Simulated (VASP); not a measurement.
# SnTe (Fm-3m) in VASP: a series of runs, part 2 of 2

VASP 6.6.1. The steps go on from the part before.

## 3. Single point, r2SCAN+rVV10

This run uses another cell than the first one, of 30.66 Å³/atom, 1.021 times its volume.

Contents of POSCAR:

```
SnTe
1.0
    0.0000000000      3.1297027185      3.1297027185
    3.1297027185      0.0000000000      3.1297027185
    3.1297027185      3.1297027185      0.0000000000
Te Sn
1 1
Direct
    0.5000000000      0.5000000000      0.5000000000
    0.0000000000      0.0000000000      0.0000000000
```

Contents of INCAR.step1:

```
PREC     = Accurate       # precision mode
ENCUT    = 520            # plane-wave cutoff, eV
ISMEAR   = -1             # smearing method
SIGMA    = 0.05           # smearing width, eV
LREAL    = False          # projectors in reciprocal space
LASPH    = True           # aspherical terms in the spheres
NELM     = 80             # most SCF steps
NBANDS   = 17             # bands
GGA      = PE             # functional
ALGO     = Normal         # electronic algorithm
EDIFF    = 1E-4           # SCF threshold, eV
LWAVE    = True           # write WAVECAR
LCHARG   = False          # write CHGCAR
```

Contents of INCAR.step2:

```
PREC     = Accurate       # precision mode
ENCUT    = 520            # plane-wave cutoff, eV
EDIFF    = 1E-6           # SCF threshold, eV
ISMEAR   = -1             # smearing method
SIGMA    = 0.05           # smearing width, eV
LREAL    = False          # projectors in reciprocal space
LASPH    = True           # aspherical terms in the spheres
NELM     = 80             # most SCF steps
ALGO     = Normal         # electronic algorithm
ISIF     = 2              # what is computed and relaxed
LWAVE    = False          # write WAVECAR
LCHARG   = False          # write CHGCAR
METAGGA  = R2SCAN         # meta-GGA
LMIXTAU  = True         
LUSE_VDW = True         
IVDW_NL  = 2            
BPARAM   = 11.95        
CPARAM   = 0.0093       
NBANDS   = 17             # bands
ISTART   = 1
```

Contents of KPOINTS:

```
Automatic mesh
0
Gamma
  7 7 7
```

Potentials or basis: VASP PAW PBE potentials, release 64 (Te, Sn_d).

Started as:

```sh
cat potpaw_PBE.64/Te/POTCAR potpaw_PBE.64/Sn_d/POTCAR > POTCAR
cp INCAR.step1 INCAR
mpirun -np 1 vasp_std > vasp.out
cp INCAR.step2 INCAR
mpirun -np 1 vasp_std > vasp.out
```

OUTCAR:

```text
PREC = Accurate
   ENCUT = 520
   EDIFF = 1E-6
   ISMEAR = -1
   LREAL = False
   LASPH = True
   NELM = 80
   ISIF = 2
   METAGGA = R2SCAN
   IVDW_NL = 2
   BPARAM = 11.95
   ISTART = 1

 ion  position               nearest neighbor table
   1  0.500  0.500  0.500-   2 3.13   2 3.13   2 3.13   2 3.13   2 3.13   2 3.13
   2  0.000  0.000  0.000-   1 3.13   1 3.13   1 3.13   1 3.13   1 3.13   1 3.13

  LATTYP: Found a face centered cubic cell.
 ALAT       =     6.2594054370

  Lattice vectors:

 A1 = (   0.0000000000,   3.1297027185,   3.1297027185)
 A2 = (   3.1297027185,   0.0000000000,   3.1297027185)
 A3 = (   3.1297027185,   3.1297027185,   0.0000000000)

Analysis of symmetry for initial positions (statically):
[... 33 lines left out ...]
                                     Primitive cell

  volume of cell :      61.3111

  direct lattice vectors                    reciprocal lattice vectors
     0.000000000  3.129702718  3.129702718    -0.159759583  0.159759583  0.159759583
     3.129702718  0.000000000  3.129702718     0.159759583 -0.159759583  0.159759583
     3.129702718  3.129702718  0.000000000     0.159759583  0.159759583 -0.159759583

  length of vectors
     4.426068031  4.426068031  4.426068031     0.276711714  0.276711714  0.276711714

  position of ions in fractional coordinates (direct lattice)
     0.500000000  0.500000000  0.500000000
     0.000000000  0.000000000  0.000000000

  ion indices of the primitive-cell ions
   primitive index   ion index
                 1           1
                 2           2

----------------------------------------------------------------------------------------

 KPOINTS: Automatic mesh

Automatic generation of k-mesh.
 Grid dimensions read from file:
 generate k-points for:    7    7    7

 Generating k-lattice:

  Cartesian coordinates                     Fractional coordinates (reciprocal lattice)
[... 70 lines left out ...]
   ISMEAR =    -1;   SIGMA  =   0.05  broadening in eV -4-tet -1-fermi 0-gaus
   EFERMI_NEDOS =   21; number of points for ismear=-14 and -15
   IALGO  =     38    algorithm
   IMIX   =      4    mixing-type and parameters
     AMIX     =   0.40;   BMIX     =  1.00
     AMIX_MAG =   1.60;   BMIX_MAG =  1.00
  volume/ion in A,a.u.               =      30.66       206.87
  Fermi-wavevector in a.u.,A,eV,Ry     =   1.126951  2.129629 17.279655  1.270019
  Thomas-Fermi vector in A             =   2.263635
   LORBIT       =      0    0 simple, 1 ext, 2 COOP (PROOUT), +10 PAW based schemes
   METAGGA = R2SCAN    functional components
   LHFCALC =     F    Hartree Fock is set to
   AEXX    =    0.0000 exact exchange contribution
   IVDW_NL    =     2    kernel type
   BPARAM     =11.9500
   IVDW    =     0    specifies the selected vdW correction
   LEPSILON=     F    determine dielectric tensor
   LRPA    =     F    only Hartree local field effects (RPA)
 non-spin polarized calculation
  energy-cutoff  :      520.00
  volume of cell :       61.31
 maximum number of plane-waves:      1673
 NGX is ok and might be reduce to    36
   NGX = 17   NGY = 17   NGZ = 17

 number of electron      19.9999997 magnetization

 Free energy of the ion-electron system (eV)
  ---------------------------------------------------
  ext. energy  EPLUGINS =         0.00000000
  ---------------------------------------------------
  free energy    TOTEN  =       -50.13981198 eV

  energy without entropy =      -50.13963455  energy(sigma->0) =      -50.13972326

 E-fermi :   7.3198     XC(G=0): -10.2107

 val. band max:        7.0603503993   @ k =   0.4286   0.0000   0.0000
 cond. band min:       7.6207817358   @ k =   0.4286   0.0000   0.0000
 fundamental gap:      0.5604313365
 Fermi energy:         7.3197816288

 k-point     1 :       0.0000    0.0000    0.0000
  band No.  band energies     occupation
      1     -15.4734      2.00000
      2     -15.4734      2.00000
      3     -15.4601      2.00000
      4     -15.4601      2.00000
      5     -15.4601      2.00000
      6      -6.4037      2.00000
[... 377 lines left out ...]
      4     -15.4544      2.00000
      5     -15.4483      2.00000
      6      -4.5715      2.00000
[... 9 lines left out ...]
     16      17.4727      0.00000
     17      18.2290      0.00000

------------------------ aborting loop because EDIFF is reached ----------------------------------------

  FORCE on cell =-STRESS in cart. coord.  units (eV):
  Direction    XX          YY          ZZ          XY          YZ          ZX
  --------------------------------------------------------------------------------------
  -------------------------------------------------------------------------------------
  Total        0.6964117      0.6964117      0.6964117      0.0000000     -0.0000000      0.0000000
  in kB       18.1985749     18.1985749     18.1985749      0.0000000     -0.0000000      0.0000000
  external PRESSURE =      18.1985749 kB  Pullay stress =       0.0000000 kB

 VOLUME and BASIS-vectors are now :
 -----------------------------------------------------------------------------
  energy-cutoff  :      520.00
  volume of cell :       61.31
      direct lattice vectors                 reciprocal lattice vectors
     0.000000000  3.129702718  3.129702718    -0.159759583  0.159759583  0.159759583
     3.129702718  0.000000000  3.129702718     0.159759583 -0.159759583  0.159759583
     3.129702718  3.129702718  0.000000000     0.159759583  0.159759583 -0.159759583

 POSITION                                       TOTAL-FORCE (eV/Angst)
 -----------------------------------------------------------------------------------
      3.12970      3.12970      3.12970         0.000000     -0.000000      0.000000
      0.00000      0.00000      0.00000         0.000000      0.000000     -0.000000
 -----------------------------------------------------------------------------------
    total drift:                               -0.000000      0.000000      0.000000

  FREE ENERGIE OF THE ION-ELECTRON SYSTEM (eV)
  ---------------------------------------------------
  free  energy   TOTEN  =       -50.1398119781 eV

  energy  without entropy=      -50.1396345458  energy(sigma->0) =      -50.13972326
```

OUTCAR.step1:

```text
PREC = Accurate
   ENCUT = 520
   ISMEAR = -1
   LREAL = False
   LASPH = True
[... 614 lines left out ...]
      3.12970      3.12970      3.12970         0.000000     -0.000000     -0.000000
      0.00000      0.00000      0.00000        -0.000000      0.000000      0.000000
 -----------------------------------------------------------------------------------
    total drift:                               -0.000000      0.000000      0.000000

  FREE ENERGIE OF THE ION-ELECTRON SYSTEM (eV)
  ---------------------------------------------------
  free  energy   TOTEN  =        -7.5258309109 eV

  energy  without entropy=       -7.5257466043  energy(sigma->0) =       -7.52578876
```

OSZICAR.step1:

```text
N       E                     dE             d eps       ncg     rms          rms(c)
DAV:   1     0.124182213570E+03    0.12418E+03   -0.94274E+03   680   0.134E+03
DAV:   2     0.387143024618E+01   -0.12031E+03   -0.11659E+03   736   0.333E+02
DAV:   3    -0.723278957370E+01   -0.11104E+02   -0.11036E+02   854   0.890E+01
DAV:   4    -0.755689574578E+01   -0.32411E+00   -0.32383E+00   820   0.158E+01
DAV:   5    -0.756919624951E+01   -0.12301E-01   -0.12300E-01   963   0.298E+00    0.504E+00
DAV:   6    -0.752426603913E+01    0.44930E-01   -0.10408E-01   929   0.219E+00    0.317E+00
DAV:   7    -0.752582047094E+01   -0.15544E-02   -0.47796E-02   808   0.110E+00    0.736E-01
DAV:   8    -0.752571920308E+01    0.10127E-03   -0.71011E-03   890   0.670E-01    0.180E-01
DAV:   9    -0.752584586868E+01   -0.12667E-03   -0.56641E-04   889   0.239E-01    0.493E-02
DAV:  10    -0.752583091085E+01    0.14958E-04   -0.94780E-05   500   0.923E-02
   1 F= -.75258309E+01 E0= -.75257888E+01  d E =-.843065E-04
```

Wall time 84 s (1 thread of Intel Xeon 6975P-C (Granite Rapids), shared host); peak memory 0.38 GiB.

Results:

```
Free energy : -50.1398 eV
Pressure    : 1.8 GPa
```

Caveat: this odd mesh misses L, where the gap lies, so gap, dielectric constants and Born charges aren't listed; the PAW data sets were made with another functional, which shifts forces and pressure a little; spin-orbit coupling is left out, which moves the levels of the heavy elements.

## 4. Single point, r2SCAN+rVV10

This run uses another cell than the first one, of 31.28 Å³/atom, 1.042 times its volume.

Contents of POSCAR:

```
SnTe
1.0
    0.0000000000      3.1508500000      3.1508500000
    3.1508500000      0.0000000000      3.1508500000
    3.1508500000      3.1508500000      0.0000000000
Te Sn
1 1
Direct
    0.5000000000      0.5000000000      0.5000000000
    0.0000000000      0.0000000000      0.0000000000
```

INCAR.step1 is that of step 3.

INCAR.step2, as its differences from that of step 3:

```diff
@@ -11,3 +11,3 @@
 LWAVE    = False          # write WAVECAR
-LCHARG   = False          # write CHGCAR
+LCHARG   = True           # write CHGCAR
 METAGGA  = R2SCAN         # meta-GGA
@@ -18,2 +18,4 @@
 CPARAM   = 0.0093       
+LELF     = True           # ELF
+LVHAR    = True         
 NBANDS   = 17             # bands
```

Contents of KPOINTS:

```
regular mesh
0
Gamma
  7 7 7
```

Started as:

```sh
cat potpaw_PBE.64/Te/POTCAR potpaw_PBE.64/Sn_d/POTCAR > POTCAR
cp INCAR.step1 INCAR
mpirun -np 1 vasp_std > vasp.out
cp INCAR.step2 INCAR
mpirun -np 1 vasp_std > vasp.out
```

Run time: 84 s. Hardware: 1 thread of Intel Xeon 6975P-C (Granite Rapids), shared host; peak memory 0.38 GiB.

The run converged. Its results:

- Free energy: -50.1502 eV
- Pressure: 0.8 GPa

Levels at points of the mesh, in eV from the Fermi level:
```tsv
k point	band 6	band 7	band 8	band 9	band 10	band 11	band 12	band 13	band 14	band 15
(0.00, 0.00, 0.00)	-13.56	-4.78	-2.55	-2.55	-2.55	3.38	3.38	3.38	4.87	4.87
```

Caveat: this odd mesh misses L, where the gap lies, so gap, dielectric constants and Born charges aren't listed; the PAW data sets were made with another functional, which shifts forces and pressure a little; spin-orbit coupling is left out, which moves the levels of the heavy elements.

## 5. Single point, r2SCAN+rVV10

This run uses another cell than the first one, of 31.91 Å³/atom, 1.062 times its volume.

Contents of POSCAR:

```
SnTe
1.0
    0.0000000000      3.1717171644      3.1717171644
    3.1717171644      0.0000000000      3.1717171644
    3.1717171644      3.1717171644      0.0000000000
Te Sn
1 1
Direct
    0.5000000000      0.5000000000      0.5000000000
    0.0000000000      0.0000000000      0.0000000000
```

Contents of INCAR.step1:

```
ALGO = Normal
EDIFF = 1E-4
ENCUT = 520
GGA = PE
ISMEAR = -1
LASPH = True
LCHARG = False
LREAL = False
LWAVE = True
NBANDS = 17
NELM = 60
PREC = Accurate
SIGMA = 0.05
```

Contents of INCAR.step2:

```
ALGO = Normal
BPARAM = 11.95
CPARAM = 0.0093
EDIFF = 1E-6
ENCUT = 520
ISIF = 2
ISMEAR = -1
ISTART = 1
IVDW_NL = 2
LASPH = True
LCHARG = False
LMIXTAU = True
LREAL = False
LUSE_VDW = True
LWAVE = False
METAGGA = R2SCAN
NBANDS = 17
NELM = 60
PREC = Accurate
SIGMA = 0.05
```

Contents of KPOINTS:

```
k-points
0
Gamma
  7 7 7
```

Started as:

```sh
cat potpaw_PBE.64/Te/POTCAR potpaw_PBE.64/Sn_d/POTCAR > POTCAR
cp INCAR.step1 INCAR
mpirun -np 1 vasp_std > vasp.out
cp INCAR.step2 INCAR
mpirun -np 1 vasp_std > vasp.out
```

Wall time 94 s (1 thread of Intel Xeon 6975P-C (Granite Rapids), shared host); peak memory 0.39 GiB.

Results (log left out):

```
Free energy : -50.1528 eV
Pressure    : -0.2 GPa
```

Levels at points of the mesh, in eV from the Fermi level:
| k point | band 7 | band 8 | band 9 | band 10 | band 11 | band 12 | band 13 | band 14 |
| --- | --- | --- | --- | --- | --- | --- | --- | --- |
| (0.00, 0.00, 0.00) | -4.87 | -2.49 | -2.49 | -2.49 | 3.33 | 3.33 | 3.33 | 4.91 |

Caveat: this odd mesh misses L, where the gap lies, so gap, dielectric constants and Born charges aren't listed; the PAW data sets were made with another functional, which shifts forces and pressure a little; spin-orbit coupling is left out, which moves the levels of the heavy elements.

## 6. Single point, r2SCAN+rVV10

This run uses another cell than the first one, of 32.53 Å³/atom, 1.083 times its volume.

Contents of POSCAR:

```
SnTe
1.0
    0.0000000000      3.1923133075      3.1923133075
    3.1923133075      0.0000000000      3.1923133075
    3.1923133075      3.1923133075      0.0000000000
Te Sn
1 1
Direct
    0.5000000000      0.5000000000      0.5000000000
    0.0000000000      0.0000000000      0.0000000000
```

Contents of INCAR.step1:

```
PREC = Accurate
ENCUT = 520
ISMEAR = -1
SIGMA = 0.05
LREAL = F
LASPH = T
NELM = 80
NBANDS = 17
GGA = PE
ALGO = Normal
EDIFF = 1E-4
LWAVE = T
LCHARG = F
```

Contents of INCAR.step2:

```
PREC = Accurate
ENCUT = 520
EDIFF = 1E-6
ISMEAR = -1
SIGMA = 0.05
LREAL = F
LASPH = T
NELM = 80
ALGO = Normal
ISIF = 2
LWAVE = F
LCHARG = F
METAGGA = R2SCAN
LMIXTAU = T
LUSE_VDW = T
IVDW_NL = 2
BPARAM = 11.95
CPARAM = 0.0093
NBANDS = 17
ISTART = 1
```

Contents of KPOINTS:

```
regular mesh
0
Gamma
  7 7 7
```

Potentials or basis: VASP PAW PBE potentials, release 64 (Te, Sn_d).

Started as:

```sh
cat potpaw_PBE.64/Te/POTCAR potpaw_PBE.64/Sn_d/POTCAR > POTCAR
cp INCAR.step1 INCAR
mpirun -np 1 vasp_std > vasp.out
cp INCAR.step2 INCAR
mpirun -np 1 vasp_std > vasp.out
```

Wall time 88 s (1 thread of Intel Xeon 6975P-C (Granite Rapids), shared host); peak memory 0.39 GiB.

It converged, with:

| Property | Result |
| --- | --- |
| Free energy | -50.1485 eV |
| Pressure | -1.0 GPa |

Levels at points of the mesh, in eV from the Fermi level:
```csv
k point,band 6,band 7,band 8,band 9,band 10,band 11,band 12,band 13,band 14,band 15
"(0.00, 0.00, 0.00)",-13.25,-4.94,-2.42,-2.42,-2.42,3.30,3.30,3.30,4.96,4.96
```

Caveat: this odd mesh misses L, where the gap lies, so gap, dielectric constants and Born charges aren't listed; the PAW data sets were made with another functional, which shifts forces and pressure a little; spin-orbit coupling is left out, which moves the levels of the heavy elements.

## 7. The runs side by side

| cell | pressure (GPa) |
| --- | --- |
| a = 4.396 Å, angles 60.0°, 2 atoms | 3.0 |
| a = 4.426 Å, angles 60.0°, 2 atoms | 1.8 |
| a = 4.456 Å, angles 60.0°, 2 atoms | 0.8 |
| a = 4.485 Å, angles 60.0°, 2 atoms | -0.2 |
| a = 4.515 Å, angles 60.0°, 2 atoms | -1.0 |

Alike in all rows: task single point; level r2SCAN+rVV10; potentials or basis VASP PAW PBE potentials, release 64 (Te, Sn_d); no spin polarisation; k mesh 7 × 7 × 7; cutoff (eV) 520; smearing fermi-dirac 0.05 eV.

Caveats: the PAW data sets were made with another functional, which shifts forces and pressure a little; spin-orbit coupling is left out, which moves the levels of the heavy elements.

Total energies depend on the potentials used, so only differences within one code and one set of settings carry meaning.
